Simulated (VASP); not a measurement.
BiH2:

```
CELL_PARAMETERS angstrom
3.84050 0.00000 0.00000
-1.92025 3.32597 0.00000
0.00000 0.00000 3.18993
ATOMIC_POSITIONS crystal
Bi 0.00000 0.00000 0.00000
H 0.33333 0.66667 0.82761
H 0.66667 0.33333 0.17239
```

```yaml
Program: VASP 6.6.1
Task: relaxation of cell and atoms
Functional: PBE
Dispersion: D3(BJ)
Potentials_or_basis: VASP PAW PBE potentials, release 64 (Bi_d, H)
Cutoff: 600 eV
k_mesh: 15 × 15 × 14
Occupations: gaussian, width 0.1 eV
Spin: no spin polarisation
```

At the start: pressure 0.5 GPa; volume 13.58 Å³/atom.

How do energy, volume and symmetry change on relaxing?

Over 19 steps the energy falls by 6.5 meV/atom and the volume is 13.93 Å³/atom (+2.6 %); space group P-3m1 (No. 164, to 0.05 Å).

Step by step:
```
step  energy change (eV)  largest force (eV/Å)  pressure (GPa)  volume (Å³)
   1              0.0000                0.0553            0.49        40.75
   2             -0.0115                0.0454            0.42        40.99
   3             -0.0182                0.0174            0.43        41.36
   4             -0.0183                0.0159            0.42        41.37
   5             -0.0187                0.0224           -0.03        41.67
   6             -0.0187                0.0224           -0.05        41.67
   7             -0.0187                0.0221           -0.02        41.66
   8             -0.0187                0.0222            0.00        41.66
   9             -0.0187                0.0210            0.02        41.67
  10             -0.0189                0.0172            0.05        41.69
  11             -0.0191                0.0100            0.04        41.73
  12             -0.0192                0.0038            0.09        41.82
  13             -0.0193                0.0037            0.01        41.84
  14             -0.0193                0.0035           -0.04        41.89
  15             -0.0192                0.0032           -0.25        42.00
  16             -0.0193                0.0032           -0.21        41.92
  17             -0.0193                0.0032           -0.15        41.91
  18             -0.0194                0.0035           -0.10        41.88
  19             -0.0194                0.0040           -0.05        41.80
```

Final structure:
```cif
data_structure
_symmetry_space_group_name_H-M 'P 1'
_symmetry_Int_Tables_number 1
_cell_length_a 3.8196
_cell_length_b 3.8196
_cell_length_c 3.3081
_cell_angle_alpha 90.000
_cell_angle_beta 90.000
_cell_angle_gamma 120.000
_cell_volume 41.80
loop_
_atom_site_label
_atom_site_type_symbol
_atom_site_fract_x
_atom_site_fract_y
_atom_site_fract_z
_atom_site_occupancy
Bi1 Bi 0.00000 0.00000 0.00000 1
H1 H 0.33333 0.66667 0.84246 1
H2 H 0.66667 0.33333 0.15754 1
```

Caveat: pairwise dispersion overbinds metals, which lowers pressure and volume.
